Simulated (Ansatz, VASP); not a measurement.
## H2CI2: VASP beside Ansatz

```xyz
5
Lattice="0.0000 6.5747 2.4084 3.7617 0.0000 2.4084 3.7617 6.5747 0.0000" Properties=species:S:1:pos:R:3 pbc="T T T"
H     4.6620    6.5747    4.1909
H     2.8613    6.5747    4.1909
C     3.7617    6.5747    4.7953
I     3.7617    8.3668    1.1569
I     3.7617    4.7826    1.1569
```

Alike in both runs: functional r2SCAN; k mesh 6 × 6 × 6; occupations gaussian, width 0.02 eV; no spin polarisation.

Ansatz relaxed the structure, and its values are those at the end. VASP's run is a single point on that final structure, the one shown.

|  | VASP | Ansatz |
| --- | --- | --- |
| version | VASP 6.6.1 | Ansatz 0.2.0 |
| potentials or method | VASP PAW PBE potentials, release 64 (H, C, I), cutoff 520 eV | scalar-relativistic, plane waves, PAW |
| valence electrons in the cell | 20 | 40 |

```csv
,VASP,Ansatz,Ansatz less VASP
gap on the k mesh at the Fermi level (eV),3.22,3.21,-0.006
least direct gap on the mesh (eV),3.31,3.31,-0.002
pressure (GPa),-0.1,0.0,+0.06
rms of the force components (eV/Å),0.039,0.003,-0.0364
```

VASP's potentials were made for PBE, not for r2SCAN. VASP's potentials hold 20 valence electrons a cell and Ansatz's 40, so a difference there can come from the potentials and not from the codes.

Spin-orbit coupling is off throughout.
